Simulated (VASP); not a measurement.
# PtSe2 (P-3m1) in VASP: notebook

The runs below take PtSe2 through single point, with r2SCAN+rVV10, PBE.

Program: VASP 6.6.1. These are calculated values, not measurements. Logs are shortened: lines on timing, memory, paths and dates and some standing lists are left out, and cuts for length are marked.

### 1 The cell of the first run

It takes space group P-3m1 (No. 164, trigonal). Conventional cell: a = 3.797 Å, b = 3.797 Å, c = 5.161 Å, α = 90.00°, β = 90.00°, γ = 120.00°. Within 3.4 Å of Pt (site symmetry -3m) lie 6 Se at 2.54 Å. Se (site symmetry 3m) has 3 Pt at 2.54 Å and 6 Se at 3.39 Å within 3.4 Å.

### 2 Single point, r2SCAN+rVV10

POSCAR

```
PtSe2
1.0
    3.7970381507      0.0000000000      0.0000000000
   -1.8985190754      3.2883314977      0.0000000000
    0.0000000000      0.0000000000      5.1612801071
Pt Se
1 2
Direct
    0.0000000000      0.0000000000      0.0000000000
    0.6666666667      0.3333333333      0.7500000000
    0.3333333333      0.6666666667      0.2500000000
```

INCAR.step1

```
SYSTEM = PtSe2
PREC = Accurate ; ENCUT = 520
ISMEAR = -1 ; SIGMA = 0.05
LREAL = .FALSE. ; LASPH = .TRUE.
NELM = 60 ; NBANDS = 18
GGA = PE ; ALGO = Normal
EDIFF = 1E-4 ; LWAVE = .TRUE.
LCHARG = .FALSE.
```

INCAR.step2

```
SYSTEM = PtSe2
PREC = Accurate ; ENCUT = 520
EDIFF = 1E-6 ; ISMEAR = -1
SIGMA = 0.05 ; LREAL = .FALSE.
LASPH = .TRUE. ; NELM = 60
ALGO = Normal ; ISIF = 2
LWAVE = .FALSE. ; LCHARG = .TRUE.
METAGGA = R2SCAN ; LMIXTAU = .TRUE.
LUSE_VDW = .TRUE. ; IVDW_NL = 2
BPARAM = 11.95 ; CPARAM = 0.0093
LELF = .TRUE. ; LVHAR = .TRUE.
NBANDS = 18 ; ISTART = 1
```

KPOINTS

```
Automatic mesh
0
G
  8 8 5
  0 0 0
```

Potentials or basis: VASP PAW PBE potentials, release 64 (Pt, Se).

Started as:

```
cat potpaw_PBE.64/Pt/POTCAR potpaw_PBE.64/Se/POTCAR > POTCAR
cp INCAR.step1 INCAR
mpirun -np 1 vasp_std > vasp.out
cp INCAR.step2 INCAR
mpirun -np 1 vasp_std > vasp.out
```

OUTCAR:

```text
SYSTEM = PtSe2
   PREC = Accurate
   ENCUT = 520
   EDIFF = 1E-6
   ISMEAR = -1
   LREAL = .FALSE.
   LASPH = .TRUE.
   NELM = 60
   ISIF = 2
   METAGGA = R2SCAN
   IVDW_NL = 2
   BPARAM = 11.95
   ISTART = 1

 ion  position               nearest neighbor table
   1  0.000  0.000  0.000-   2 2.54   3 2.54   2 2.54   3 2.54   2 2.54   3 2.54
   2  0.667  0.333  0.750-   1 2.54   1 2.54   1 2.54
   3  0.333  0.667  0.250-   1 2.54   1 2.54   1 2.54

  LATTYP: Found a hexagonal cell.
 ALAT       =     3.7970381507
 C/A-ratio  =     1.3592910849

  Lattice vectors:

 A1 = (   3.7970381507,   0.0000000000,   0.0000000000)
 A2 = (  -1.8985190754,   3.2883314977,   0.0000000000)
 A3 = (   0.0000000000,   0.0000000000,   5.1612801071)

Analysis of symmetry for initial positions (statically):
=====================================================================
 Subroutine PRICEL returns:
 Original cell was already a primitive cell.

 Routine SETGRP: Setting up the symmetry group for a
 hexagonal supercell.

 Subroutine GETGRP returns: Found 12 space group operations
 (whereof 12 operations were pure point group operations)
 out of a pool of 24 trial point group operations.

The static configuration has the point symmetry D_3d.

Analysis of symmetry for dynamics (positions and initial velocities):
=====================================================================
 Subroutine PRICEL returns:
 Original cell was already a primitive cell.

 Routine SETGRP: Setting up the symmetry group for a
 hexagonal supercell.

 Subroutine GETGRP returns: Found 12 space group operations
 (whereof 12 operations were pure point group operations)
 out of a pool of 24 trial point group operations.

The dynamic configuration has the point symmetry D_3d.

 Subroutine INISYM returns: Found 12 space group operations
 (whereof 12 operations are pure point group operations),
 and found     1 'primitive' translations

----------------------------------------------------------------------------------------

                                     Primitive cell

  volume of cell :      64.4433

  direct lattice vectors                    reciprocal lattice vectors
[... 78 lines left out ...]
   NGXF,Y,Z  is equivalent  to a cutoff of  24.52, 24.52, 25.77 a.u.
 SYSTEM =  PtSe2
   PREC   = accura    normal or accurate (medium, high low for compatibility)
   ISTART =      1    job   : 0-new  1-cont  2-samecut
   ICHARG =      0    charge: 1-file 2-atom 10-const
   ISPIN  =      1    spin polarized calculation?
   LNONCOLLINEAR =      F non collinear calculations
   LSORBIT =      F    spin-orbit coupling
   LASPH  =      T    aspherical Exc in radial PAW
   ENCUT  =  520.0 eV  38.22 Ry    6.18 a.u.   7.06  7.06  9.60*2*pi/ulx,y,z
   NELM   =     60;   NELMIN=  2; NELMDL=  0     # of ELM steps
   EDIFF  = 0.1E-05   stopping-criterion for ELM
   LREAL  =      F    real-space projection
   EDIFFG = 0.1E-04   stopping-criterion for IOM
   NSW    =      0    number of steps for IOM
   IBRION =     -1    ionic relax: 0-MD 1-quasi-New 2-CG
   NFREE  =      0    steps in history (QN), initial steepest desc. (CG)
   ISIF   =      2    stress and relaxation
   ISYM   =      2    0-nonsym 1-usesym 2-fastsym
   POTIM  = 0.5000    time-step for ionic-motion
   TEBEG  =    0.0;   TEEND  =   0.0 temperature during run
   PSTRESS=    0.0 pullay stress
   NELECT =      22.0000    total number of electrons
   NUPDOWN=      -1.0000    fix difference up-down
   EMIN   =  10.00;   EMAX   =-10.00  energy-range for DOS
   EFERMI =   0.00;   METHOD = LEGACY
   ISMEAR =    -1;   SIGMA  =   0.05  broadening in eV -4-tet -1-fermi 0-gaus
   EFERMI_NEDOS =   21; number of points for ismear=-14 and -15
   IALGO  =     38    algorithm
   IMIX   =      4    mixing-type and parameters
     AMIX     =   0.40;   BMIX     =  1.00
     AMIX_MAG =   1.60;   BMIX_MAG =  1.00
  volume/ion in A,a.u.               =      21.48       144.96
  Fermi-wavevector in a.u.,A,eV,Ry     =   1.144168  2.162164 17.811659  1.309120
  Thomas-Fermi vector in A             =   2.280861
   LORBIT       =      0    0 simple, 1 ext, 2 COOP (PROOUT), +10 PAW based schemes
   METAGGA = R2SCAN    functional components
   LHFCALC =     F    Hartree Fock is set to
   AEXX    =    0.0000 exact exchange contribution
   IVDW_NL    =     2    kernel type
   BPARAM     =11.9500
   IVDW    =     0    specifies the selected vdW correction
   LEPSILON=     F    determine dielectric tensor
   LRPA    =     F    only Hartree local field effects (RPA)
 non-spin polarized calculation
  energy-cutoff  :      520.00
  volume of cell :       64.44
 maximum number of plane-waves:      1757
   NGX = 15   NGY = 15   NGZ = 19

 number of electron      21.9999999 magnetization

 Free energy of the ion-electron system (eV)
  ---------------------------------------------------
  ext. energy  EPLUGINS =         0.00000000
  ---------------------------------------------------
  free energy    TOTEN  =       -80.99080957 eV

  energy without entropy =      -80.98762170  energy(sigma->0) =      -80.98921563

 E-fermi :   5.6024     XC(G=0): -11.0120

 val. band max:        5.5087624117   @ k =   0.0000   0.1250   0.2000
 cond. band min:       5.7177245638   @ k =  -0.1250   0.3750   0.2000
 fundamental gap:      0.2089621521
 Fermi energy:         5.6024123586

 k-point     1 :       0.0000    0.0000    0.0000
  band No.  band energies     occupation
      1     -10.2798      2.00000
      2      -7.6656      2.00000
      3      -1.4402      2.00000
      4      -0.7574      2.00000
      5      -0.7574      2.00000
      6       1.6046      2.00000
[... 481 lines left out ...]
      5      -0.0905      2.00000
      6       0.6872      2.00000
[... 10 lines left out ...]
     17      14.4173      0.00000
     18      14.9217      0.00000

 [... further k-points ...]
[... 5 lines left out ...]
  --------------------------------------------------------------------------------------
  -------------------------------------------------------------------------------------
  Total       -1.7004128     -1.7004128     -0.7337262      0.0000000      0.0000000      0.0000000
  in kB      -42.2753264    -42.2753264    -18.2417549      0.0000000      0.0000000      0.0000000
  external PRESSURE =     -34.2641359 kB  Pullay stress =       0.0000000 kB

 VOLUME and BASIS-vectors are now :
 -----------------------------------------------------------------------------
  energy-cutoff  :      520.00
  volume of cell :       64.44
      direct lattice vectors                 reciprocal lattice vectors
     3.797038151  0.000000000  0.000000000     0.263363169  0.152052796  0.000000000
    -1.898519075  3.288331498  0.000000000     0.000000000  0.304105593  0.000000000
     0.000000000  0.000000000  5.161280107     0.000000000  0.000000000  0.193750383

 POSITION                                       TOTAL-FORCE (eV/Angst)
 -----------------------------------------------------------------------------------
      0.00000      0.00000      0.00000        -0.000000      0.000000      0.000000
      1.89852      1.09611      3.87096        -0.000000     -0.000000      0.228519
     -0.00000      2.19222      1.29032         0.000000      0.000000     -0.228519
 -----------------------------------------------------------------------------------
    total drift:                               -0.000000     -0.000000     -0.000000

  FREE ENERGIE OF THE ION-ELECTRON SYSTEM (eV)
  ---------------------------------------------------
  free  energy   TOTEN  =       -80.9908095736 eV

  energy  without entropy=      -80.9876216954  energy(sigma->0) =      -80.98921563
```

OUTCAR.step1:

```text
SYSTEM = PtSe2
   PREC = Accurate
   ENCUT = 520
   ISMEAR = -1
   LREAL = .FALSE.
   LASPH = .TRUE.
[... 728 lines left out ...]
      0.00000      0.00000      0.00000         0.000000      0.000000      0.000000
      1.89852      1.09611      3.87096         0.000000      0.000000      0.084849
     -0.00000      2.19222      1.29032        -0.000000      0.000000     -0.084849
 -----------------------------------------------------------------------------------
    total drift:                               -0.000000     -0.000000     -0.000000

  FREE ENERGIE OF THE ION-ELECTRON SYSTEM (eV)
  ---------------------------------------------------
  free  energy   TOTEN  =       -14.2653395389 eV

  energy  without entropy=      -14.2598667306  energy(sigma->0) =      -14.26260313
```

OSZICAR.step1:

```text
N       E                     dE             d eps       ncg     rms          rms(c)
DAV:   1     0.110845968304E+03    0.11085E+03   -0.10003E+04  1456   0.107E+03
DAV:   2    -0.971985213865E+01   -0.12057E+03   -0.11648E+03  1776   0.208E+02
DAV:   3    -0.150105141284E+02   -0.52907E+01   -0.52539E+01  1792   0.434E+01
DAV:   4    -0.150518825573E+02   -0.41368E-01   -0.41349E-01  1806   0.421E+00
DAV:   5    -0.150523351224E+02   -0.45257E-03   -0.45255E-03  1692   0.426E-01    0.115E+01
DAV:   6    -0.145254820628E+02    0.52685E+00   -0.44124E+00  1500   0.189E+01    0.743E+00
DAV:   7    -0.142818017053E+02    0.24368E+00   -0.88757E-01  1472   0.905E+00    0.354E+00
DAV:   8    -0.142672967065E+02    0.14505E-01   -0.53910E-02  1578   0.156E+00    0.831E-01
DAV:   9    -0.142651625758E+02    0.21341E-02   -0.68932E-03  1652   0.788E-01    0.193E-01
DAV:  10    -0.142653383871E+02   -0.17581E-03   -0.12059E-03  1642   0.213E-01    0.401E-02
DAV:  11    -0.142653395389E+02   -0.11518E-05   -0.47621E-05   828   0.625E-02
   1 F= -.14265340E+02 E0= -.14262603E+02  d E =-.547281E-02
```

It took 5.6 min on 1 thread of AMD EPYC 7R13, shared host; peak memory 0.3 GiB.

What came out:

```yaml
Free_energy: -80.9908 eV
Pressure: -3.4 GPa
Largest_force: 0.229 eV/Å
Band_gap_on_the_k_mesh: zero (bands 11 and 12 overlap by 0.17 eV)
```

Forces in eV/Å, atoms in the order of the input:
```
Pt   0.000  0.000  0.000
Se   0.000  0.000  0.229
Se   0.000  0.000 -0.229
```

Stress tensor (GPa, compression positive):
```
-4.23  0.00  0.00
 0.00 -4.23  0.00
 0.00  0.00 -1.82
```

Caveat: the cell stands under tension; the PAW data sets were made with another functional, which shifts forces and pressure a little; spin-orbit coupling is left out, which moves the levels of the heavy elements.

### 3 Single point, PBE, non-collinear spin, zero start, spin-orbit coupling

This run uses another cell than the first one, of 20.27 Å³/atom.

INCAR

```
SYSTEM = PtSe2
  PREC = Accurate
  ENCUT = 520
  EDIFF = 1E-6
  ISMEAR = -1
  SIGMA = 0.05
  LREAL = .False.
  LASPH = .True.
  NELM = 150
  ALGO = Normal
  ISIF = 2
  LWAVE = .False.
  LCHARG = .True.
  MAGMOM = 0 0 0 0 0 0 0 0 0
  LORBIT = 11
  LSORBIT = .True.
  GGA_COMPAT = .False.
  LORBMOM = .True.
  LMAXMIX = 4
  GGA = PE
  LVHAR = .True.
  NBANDS = 35
```

KPOINTS

```
Automatic mesh
0
Gamma
  8 8 5
  0 0 0
```

POSCAR

```
PtSe2
1.0
    3.7240000000      0.0000000000      0.0000000000
   -1.8620000000      3.2250786037      0.0000000000
    0.0000000000      0.0000000000      5.0620000000
Pt Se
1 2
Direct
    0.0000000000      0.0000000000      0.0000000000
    0.6666666667      0.3333333333      0.7500000000
    0.3333333333      0.6666666667      0.2500000000
```

Potentials or basis: VASP PAW PBE potentials, release 64 (Pt, Se).

Started as:

```
cat potpaw_PBE.64/Pt/POTCAR potpaw_PBE.64/Se/POTCAR > POTCAR
mpirun -np 1 vasp_ncl > vasp.out
```

Run time: 5.1 min. Hardware: 1 thread of AMD EPYC 7R13, shared host; peak memory 0.34 GiB.

The run converged. Its results:

* Free energy: -14.5843 eV
* Pressure: 7.5 GPa
* Largest force: 0.625 eV/Å
* Net moment: 0.00 μB per cell
* Valence electrons inside the program's atomic spheres: Pt 9.46; Se 3.80

Forces on the atoms (eV/Å):
```
Pt   0.000  0.000  0.000
Se   0.000  0.000 -0.625
Se   0.000  0.000  0.625
```

Stress tensor (GPa, compression positive):
```
8.03 0.00 0.00
0.00 8.03 0.00
0.00 0.00 6.30
```

Moments on the atoms (μB; x, y, z):
```
Pt  0.00 0.00 0.00
Se  0.00 0.00 0.00
Se  0.00 0.00 0.00
```

Caveat: the cell stands under pressure.

### 4 Single point, PBE, non-collinear spin, zero start, spin-orbit coupling

This run uses another cell than the first one, of 19.86 Å³/atom.

INCAR

```
SYSTEM = PtSe2
PREC = Accurate ; ENCUT = 520
EDIFF = 1E-6 ; ISMEAR = -1
SIGMA = 0.05 ; LREAL = .FALSE.
LASPH = .TRUE. ; NELM = 150
ALGO = Normal ; ISIF = 2
LWAVE = .FALSE. ; LCHARG = .TRUE.
MAGMOM = 0 0 0 0 0 0 0 0 0 ; LORBIT = 11
LSORBIT = .TRUE. ; GGA_COMPAT = .FALSE.
LORBMOM = .TRUE. ; LMAXMIX = 4
GGA = PE ; LVHAR = .TRUE.
NBANDS = 35
```

KPOINTS

```
Automatic mesh
0
G
  8 8 5
  0 0 0
```

POSCAR

```
PtSe2
1.0
    3.6990059583      0.0000000000      0.0000000000
   -1.8495029792      3.2034331287      0.0000000000
    0.0000000000      0.0000000000      5.0280258220
Pt Se
1 2
Direct
    0.0000000000      0.0000000000      0.0000000000
    0.6666666667      0.3333333333      0.7500000000
    0.3333333333      0.6666666667      0.2500000000
```

Started as:

```
cat potpaw_PBE.64/Pt/POTCAR potpaw_PBE.64/Se/POTCAR > POTCAR
mpirun -np 1 vasp_ncl > vasp.out
```

It took 88 s on 1 thread of Intel Xeon 6975P-C (Granite Rapids), shared host; peak memory 0.37 GiB.

It converged, with:

```
Free energy                                           : -14.5160 eV
Pressure                                              : 10.5 GPa
Largest force                                         : 0.893 eV/Å
Net moment                                            : 0.00 μB per cell
Valence electrons inside the program's atomic spheres : Pt 9.51; Se 3.82
```

Forces on the atoms (eV/Å):
```
Pt   0.000  0.000  0.000
Se   0.000  0.000 -0.893
Se   0.000  0.000  0.893
```

Stress tensor (GPa, compression positive):
```
11.48  0.00  0.00
 0.00 11.48  0.00
 0.00  0.00  8.65
```

Moments on the atoms (μB; x, y, z):
```
Pt  0.00 0.00 0.00
Se  0.00 0.00 0.00
Se  0.00 0.00 0.00
```

Caveat: the cell stands under pressure.

### 5 Single point, PBE, non-collinear spin, zero start, spin-orbit coupling

This run uses another cell than the first one, of 20.67 Å³/atom.

INCAR

```
SYSTEM = PtSe2
ALGO = Normal
EDIFF = 1E-6
ENCUT = 520
GGA = PE
GGA_COMPAT = .FALSE.
ISIF = 2
ISMEAR = -1
LASPH = .TRUE.
LCHARG = .FALSE.
LMAXMIX = 4
LORBIT = 11
LORBMOM = .TRUE.
LREAL = .FALSE.
LSORBIT = .TRUE.
LWAVE = .FALSE.
MAGMOM = 0 0 0 0 0 0 0 0 0
NBANDS = 35
NELM = 150
PREC = Accurate
SIGMA = 0.05
```

KPOINTS

```
k-points
0
G
  8 8 5
  0 0 0
```

POSCAR

```
PtSe2
1.0
    3.7486629704      0.0000000000      0.0000000000
   -1.8743314852      3.2464373626      0.0000000000
    0.0000000000      0.0000000000      5.0955241558
Pt Se
1 2
Direct
    0.0000000000      0.0000000000      0.0000000000
    0.6666666667      0.3333333333      0.7500000000
    0.3333333333      0.6666666667      0.2500000000
```

Started as:

```
cat potpaw_PBE.64/Pt/POTCAR potpaw_PBE.64/Se/POTCAR > POTCAR
mpirun -np 1 vasp_ncl > vasp.out
```

It took 76 s on 1 thread of Intel Xeon 6975P-C (Granite Rapids), shared host; peak memory 0.37 GiB.

The run converged. Its results:

* Free energy: -14.6304 eV
* Pressure: 4.7 GPa
* Largest force: 0.380 eV/Å
* Net moment: 0.00 μB per cell
* Valence electrons inside the program's atomic spheres: Pt 9.40; Se 3.79

Forces in eV/Å, atoms in the order of the input:
```
Pt   0.000  0.000  0.000
Se   0.000  0.000 -0.380
Se   0.000  0.000  0.380
```

Stress tensor (GPa, compression positive):
```
4.95 0.00 0.00
0.00 4.95 0.00
0.00 0.00 4.19
```

Moments on the atoms (μB; x, y, z):
```
Pt  0.00 0.00 0.00
Se  0.00 0.00 0.00
Se  0.00 0.00 0.00
```

Caveat: the cell stands under pressure.

### 6 Single point, PBE, non-collinear spin, zero start, spin-orbit coupling

This run uses another cell than the first one, of 21.08 Å³/atom.

INCAR

```
ALGO = Normal
EDIFF = 1E-7
ENCUT = 520
GGA = PE
GGA_COMPAT = False
ISIF = 2
ISMEAR = -1
LASPH = True
LCHARG = False
LMAXMIX = 4
LORBIT = 11
LORBMOM = True
LREAL = False
LSORBIT = True
LWAVE = False
MAGMOM = 0 0 0 0 0 0 0 0 0
NBANDS = 35
NELM = 150
PREC = Accurate
SIGMA = 0.05
```

KPOINTS

```
k-points
0
Gamma
  8 8 5
```

POSCAR

```
PtSe2
1.0
    3.7730056198      0.0000000000      0.0000000000
   -1.8865028099      3.2675187154      0.0000000000
    0.0000000000      0.0000000000      5.1286129021
Pt Se
1 2
Direct
    0.0000000000      0.0000000000      0.0000000000
    0.6666666667      0.3333333333      0.7500000000
    0.3333333333      0.6666666667      0.2500000000
```

Potentials or basis: VASP PAW PBE potentials, release 64 (Pt, Se).

Started as:

```
cat potpaw_PBE.64/Pt/POTCAR potpaw_PBE.64/Se/POTCAR > POTCAR
mpirun -np 1 vasp_ncl > vasp.out
```

Run time: 1.7 min. Hardware: 1 thread of Intel Xeon 6975P-C (Granite Rapids), shared host; peak memory 0.38 GiB.

The run converged. Its results:

| Property | Result |
| --- | --- |
| Free energy | -14.6568 eV |
| Pressure | 2.2 GPa |
| Largest force | 0.155 eV/Å |
| Net moment | 0.00 μB per cell |
| Valence electrons inside the program's atomic spheres | Pt 9.35; Se 3.77 |

Forces in eV/Å, atoms in the order of the input:
```
Pt   0.000  0.000  0.000
Se   0.000  0.000 -0.155
Se   0.000  0.000  0.155
```

Stress tensor (GPa, compression positive):
```
2.20 0.00 0.00
0.00 2.20 0.00
0.00 0.00 2.30
```

Moments on the atoms (μB; x, y, z):
```
Pt  0.00 0.00 0.00
Se  0.00 0.00 0.00
Se  0.00 0.00 0.00
```

### 7 Overview

```tsv
level	spin	cell	pressure (GPa)	moment (μB)	largest force (eV/Å)
r2SCAN+rVV10	off	a = 3.797, b = 3.797, c = 5.161 Å, angles 90.0, 90.0, 120.0°, 3 atoms	-3.4	-	0.23
PBE	non-collinear, zero start, SOC	a = 3.724, b = 3.724, c = 5.062 Å, angles 90.0, 90.0, 120.0°, 3 atoms	7.5	0.00	0.63
PBE	non-collinear, zero start, SOC	a = 3.699, b = 3.699, c = 5.028 Å, angles 90.0, 90.0, 120.0°, 3 atoms	10.5	0.00	0.89
PBE	non-collinear, zero start, SOC	a = 3.749, b = 3.749, c = 5.096 Å, angles 90.0, 90.0, 120.0°, 3 atoms	4.7	0.00	0.38
PBE	non-collinear, zero start, SOC	a = 3.773, b = 3.773, c = 5.129 Å, angles 90.0, 90.0, 120.0°, 3 atoms	2.2	0.00	0.15
```

Alike in all rows: task single point; potentials or basis VASP PAW PBE potentials, release 64 (Pt, Se); k mesh 8 × 8 × 5; cutoff (eV) 520; smearing fermi-dirac 0.05 eV.

Caveats: the cell stands under pressure (at least some runs); the cell stands under tension (at least some runs); the PAW data sets were made with another functional, which shifts forces and pressure a little (at least some runs); spin-orbit coupling is left out, which moves the levels of the heavy elements (at least some runs).

Total energies depend on the potentials used, so only differences within one code and one set of settings carry meaning.
